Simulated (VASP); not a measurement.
PbS (Galena): single point with PBE

Crystal: PbS (Galena).

```
Pb S
1.0
     0.00000    2.96575    2.96575
     2.96575    0.00000    2.96575
     2.96575    2.96575    0.00000
Pb S
1 1
Direct
  0.98314 0.98314 0.01686
  0.50000 0.50000 0.50000
```

```
Program                : VASP 6.6.1
Task                   : single point
Functional             : PBE
Potentials or basis    : VASP PAW PBE potentials, release 64 (Pb_d, S)
Cutoff                 : 520 eV
k mesh                 : 6 × 6 × 6
Occupations            : fermi-dirac, width 0.1 eV
Spin                   : no spin polarisation
Dipole correction      : no
Further INCAR settings : ALGO = Normal; EDIFF = 1e-06; NBANDS = 17
```

```yaml
Pressure: 2.2 GPa
Largest_force: 0.059 eV/Å
Band_gap_on_the_k_mesh: 0.47 eV, direct
```

Forces in eV/Å, atoms in the order of the input:
```
Pb   0.000  0.000  0.059
S    0.000  0.000 -0.059
```

Stress tensor (GPa, compression positive):
```
2.07 0.00 0.00
0.00 2.07 0.00
0.00 0.00 2.51
```

Levels at points of the mesh, in eV from the valence-band top:
```tsv
k point	band 6	band 7	band 8	band 9	band 10	band 11	band 12	band 13	band 14	band 15
(0.00, 0.00, 0.00)	-13.56	-5.98	-2.14	-2.12	-2.12	5.18	5.18	5.28	6.78	6.87
(0.50, 0.00, 0.00)	-12.32	-8.79	-1.77	-1.74	0.00	0.47	2.02	2.07	8.68	10.17
(0.50, 0.50, 0.00)	-11.88	-7.22	-5.08	-3.40	-3.40	3.91	5.64	5.74	5.74	11.20
(0.00, 0.50, 0.50)	-11.89	-7.15	-5.15	-3.39	-3.38	3.82	5.62	5.77	5.83	11.21
```

It took 7.9 s on 1 thread of Intel(R) Xeon(R) 6975P-C (Granite Rapids), on a shared host, peak memory 0.18 GiB.

Caveat: spin-orbit coupling is left out, which moves the levels of the heavy elements. A k mesh can miss the band edges.
